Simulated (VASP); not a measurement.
Wanted: the native input for a VASP 6.6.1 run.

| Quantity | Value |
| --- | --- |
| Task | single point |
| Functional | HSE06 |
| Potentials or basis | VASP PAW PBE potentials, release 64 (K_sv, I) |
| Cutoff | 520 eV |
| k mesh | 4 × 4 × 4 |
| Occupations | gaussian, width 0.01 eV |
| Spin | no spin polarisation |
| Dipole correction | no |
| Grid for exact exchange (PRECFOCK) | Normal |
| Further INCAR settings | ALGO = Normal; EDIFF = 1e-07; NBANDS = 15 |
| Share of exact exchange | 0.25 |
| Screening parameter | 0.2079 1/Å |

The system is KI.

```
K I
1.0
     0.00000    3.43689    3.54428
     3.43689    0.00000    3.54428
     3.43689    3.43689    0.00000
K I
1 1
Direct
  0.00000 0.00000 0.00000
  0.50000 0.50000 0.50000
```

This cell differs from its parent crystal: biaxial xy strain -3.0%.

These files were run (other wordings do the same):

POSCAR

```
KI
1.0
    0.0000000000      3.4368924838      3.5442842980
    3.4368924838      0.0000000000      3.5442842980
    3.4368924838      3.4368924838      0.0000000000
K I
1 1
Direct
    0.0000000000      0.0000000000      0.0000000000
    0.5000000000      0.5000000000      0.5000000000
```

INCAR.step1

```
SYSTEM = KI
ALGO = Normal
EDIFF = 1E-5
ENCUT = 520
GGA = PE
ISIF = 2
ISMEAR = 0
LASPH = .True.
LREAL = .False.
LWAVE = .True.
NBANDS = 15
NELM = 100
PREC = Accurate
SIGMA = 0.01
```

INCAR.step2

```
SYSTEM = KI
ALGO = Normal
EDIFF = 1E-7
ENCUT = 520
GGA = PE
HFSCREEN = 0.2079
ISIF = 2
ISMEAR = 0
ISTART = 1
LASPH = .True.
LCHARG = .True.
LELF = .True.
LHFCALC = .True.
LREAL = .False.
LVHAR = .True.
LWAVE = .False.
NBANDS = 15
NELM = 100
PREC = Accurate
PRECFOCK = Normal
SIGMA = 0.01
```

KPOINTS

```
k-points
0
Gamma
  4 4 4
  0 0 0
```

Potentials or basis: VASP PAW PBE potentials, release 64 (K_sv, I).

Command:

```sh
$ cat potpaw_PBE.64/K_sv/POTCAR potpaw_PBE.64/I/POTCAR > POTCAR
$ cp INCAR.step1 INCAR
$ mpirun -np 1 vasp_std > vasp.out
$ cp INCAR.step2 INCAR
$ mpirun -np 1 vasp_std > vasp.out
```

Results of the run:

```
Pressure               : 1.2 GPa
Band gap on the k mesh : 5.08 eV
```

Caveat: the cell differs from its parent crystal (biaxial xy strain -3.0%); the PAW data sets were made with another functional, which shifts forces and pressure a little; spin-orbit coupling is left out, which moves the levels of the heavy elements.

Run time: 25 min on 1 thread of Intel(R) Xeon(R) Platinum 8259CL CPU @ 2.50GHz (Skylake/Cascade Lake) (shared host), peak memory 0.35 GiB.
